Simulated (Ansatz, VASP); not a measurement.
Two plane-wave programs on SnGe5

```
CELL_PARAMETERS angstrom
0.00000 4.64915 4.64915
4.64915 0.00000 4.64915
4.64915 4.64915 0.00000
ATOMIC_POSITIONS crystal
Sn 0.00000 0.00000 0.00000
Ge 0.50000 0.50000 0.50000
Ge 0.65201 0.04398 0.65201
Ge 0.65201 0.65201 0.65201
Ge 0.04398 0.65201 0.65201
Ge 0.65201 0.65201 0.04398
```

Alike in both runs: functional PBE; k mesh 8 × 8 × 8; occupations gaussian, width 0.1 eV; no spin polarisation.

Ansatz relaxed the structure, and its values are those at the end. VASP's run is a single point on that final structure, the one shown.

|  | VASP | Ansatz |
| --- | --- | --- |
| version | VASP 6.6.1 | Ansatz 0.2.0 |
| potentials or method | VASP PAW PBE potentials, release 64 (Sn_d, Ge_d), cutoff 520 eV | scalar-relativistic, plane waves, PAW |
| valence electrons in the cell | 84 | 84 |

```csv
,VASP,Ansatz,Ansatz less VASP
gap on the k mesh at the Fermi level (eV),none,none,-
pressure (GPa),0.0,0.0,+0.02
```

A gap of «none» marks a metal or a gap that the smearing closes.
